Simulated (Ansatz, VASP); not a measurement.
**AlGaN2 in VASP and in Ansatz**

```xyz
4
Lattice="3.3809 0.0000 0.0000 0.0000 3.3809 0.0000 0.0000 0.0000 3.8111" Properties=species:S:1:pos:R:3 pbc="T T T"
Al    1.6904    1.6904    1.9055
Ga    0.0000    0.0000    0.0000
N     1.6904    0.0000    2.8167
N     0.0000    1.6904    0.9944
```

Alike in both runs: task single point; functional r2SCAN; k mesh 8 × 8 × 6; occupations gaussian, width 0.05 eV; no spin polarisation.

|  | VASP | Ansatz |
| --- | --- | --- |
| version | VASP 6.6.1 | Ansatz 0.2.0 |
| potentials or method | VASP PAW PBE potentials, release 64 (Al, Ga_d, N), cutoff 520 eV | scalar-relativistic, plane waves, PAW |
| valence electrons in the cell | 26 | 26 |

|  | VASP | Ansatz | Ansatz less VASP |
| --- | --- | --- | --- |
| gap on the k mesh at the Fermi level (eV) | 2.90 | 2.89 | -0.010 |
| least direct gap on the mesh (eV) | 2.90 | 2.89 | -0.010 |
| pressure (GPa) | -3.9 | -4.2 | -0.31 |
| traceless stress, the component that is largest in VASP (GPa) | 12.66 | 12.74 | +0.073 |
| rms of the force components (eV/Å) | 0.164 | 0.135 | -0.0294 |

VASP's potentials were made for PBE, not for r2SCAN. Atom by atom the forces differ by 0.029 eV/Å (rms over components). The functional is the same, so the differences come from potentials, cutoffs and numerics.
